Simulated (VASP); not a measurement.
Write the native input for VASP 6.6.1 that does the following.

| Item | Value |
| --- | --- |
| Task | single point |
| Functional | PBE |
| Potentials or basis | VASP PAW PBE potentials, release 64 (Hf_pv, C, O) |
| Cutoff | 520 eV |
| k mesh | 3 × 3 × 3 |
| Occupations | fermi-dirac, width 0.01 eV |
| Spin | no spin polarisation |
| Dipole correction | no |
| Further INCAR settings | LREAL = Auto; ALGO = Normal; EDIFF = 1e-07; NBANDS = 161 |

The structure of HfC15O32 (a cell with a defect) lies in POSCAR:

```
HfC15O32
1.0
   -4.8917483997     -2.8242522554      8.1036539934
    4.8917483997     -2.8242522554      8.1036539934
    0.0000000000      5.6485045107      8.1036539934
Hf C O
1 15 32
Direct
    0.0000000000      0.0000000000      0.0000000000
    0.5000000000      0.5000000000      0.5000000000
    0.2500000000      0.2500000000      0.2500000000
    0.7500000000      0.7500000000      0.7500000000
    0.1271174600      0.8750000000      0.6228825400
    0.6271174600      0.3750000000      0.1228825400
    0.8750000000      0.6228825400      0.1271174600
    0.3750000000      0.1228825400      0.6271174600
    0.6228825400      0.1271174600      0.8750000000
    0.1228825400      0.6271174600      0.3750000000
    0.8771174600      0.3728825400      0.6250000000
    0.3771174600      0.8728825400      0.1250000000
    0.3728825400      0.6250000000      0.8771174600
    0.8728825400      0.1250000000      0.3771174600
    0.6250000000      0.8771174600      0.3728825400
    0.1250000000      0.3771174600      0.8728825400
    0.4520038350      0.4520038350      0.4520038350
    0.9520038350      0.9520038350      0.9520038350
    0.2020038350      0.2020038350      0.2020038350
    0.7020038350      0.7020038350      0.7020038350
    0.0479961650      0.0479961650      0.0479961650
    0.5479961650      0.5479961650      0.5479961650
    0.2979961650      0.2979961650      0.2979961650
    0.7979961650      0.7979961650      0.7979961650
    0.0823084550      0.0205711250      0.5779858350
    0.5823084550      0.5205711250      0.0779858350
    0.0205711250      0.5779858350      0.0823084550
    0.5205711250      0.0779858350      0.5823084550
    0.5779858350      0.0823084550      0.0205711250
    0.0779858350      0.5823084550      0.5205711250
    0.3323084550      0.8279858350      0.2705711250
    0.8323084550      0.3279858350      0.7705711250
    0.8279858350      0.2705711250      0.3323084550
    0.3279858350      0.7705711250      0.8323084550
    0.2705711250      0.3323084550      0.8279858350
    0.7705711250      0.8323084550      0.3279858350
    0.4176915450      0.4794288750      0.9220141650
    0.9176915450      0.9794288750      0.4220141650
    0.4794288750      0.9220141650      0.4176915450
    0.9794288750      0.4220141650      0.9176915450
    0.9220141650      0.4176915450      0.4794288750
    0.4220141650      0.9176915450      0.9794288750
    0.1676915450      0.6720141650      0.2294288750
    0.6676915450      0.1720141650      0.7294288750
    0.6720141650      0.2294288750      0.1676915450
    0.1720141650      0.7294288750      0.6676915450
    0.2294288750      0.1676915450      0.6720141650
    0.7294288750      0.6676915450      0.1720141650
```

These files were run (other wordings do the same):

INCAR

```
SYSTEM = HfC15O32
PREC     = Accurate       ! precision mode
ENCUT    = 520            ! plane-wave cutoff, eV
EDIFF    = 1E-7           ! SCF threshold, eV
ISMEAR   = -1             ! smearing method
SIGMA    = 0.01           ! smearing width, eV
LREAL    = Auto         
LASPH    = .True.         ! aspherical terms in the spheres
NELM     = 100            ! most SCF steps
ALGO     = Normal         ! electronic algorithm
ISIF     = 2              ! what is computed and relaxed
LWAVE    = .False.        ! write WAVECAR
LCHARG   = .False.        ! write CHGCAR
GGA      = PE             ! functional
NBANDS   = 161            ! bands
```

KPOINTS

```
Automatic mesh
0
Gamma
  3 3 3
  0 0 0
```

Potentials or basis: VASP PAW PBE potentials, release 64 (Hf_pv, C, O).

The run is started by

```sh
$ cat potpaw_PBE.64/Hf_pv/POTCAR potpaw_PBE.64/C/POTCAR potpaw_PBE.64/O/POTCAR > POTCAR
$ mpirun -np 1 vasp_std > vasp.out
```

Results of the run:

- Pressure: 30.0 GPa
- Largest force: 136.356 eV/Å
- Band gap on the k mesh: 0.02 eV

Caveat: spin-orbit coupling is left out, which moves the levels of the heavy elements.

It took 44 min on 1 thread of Intel(R) Xeon(R) Platinum 8259CL CPU @ 2.50GHz (Skylake/Cascade Lake) (shared host), peak memory 1.2 GiB.
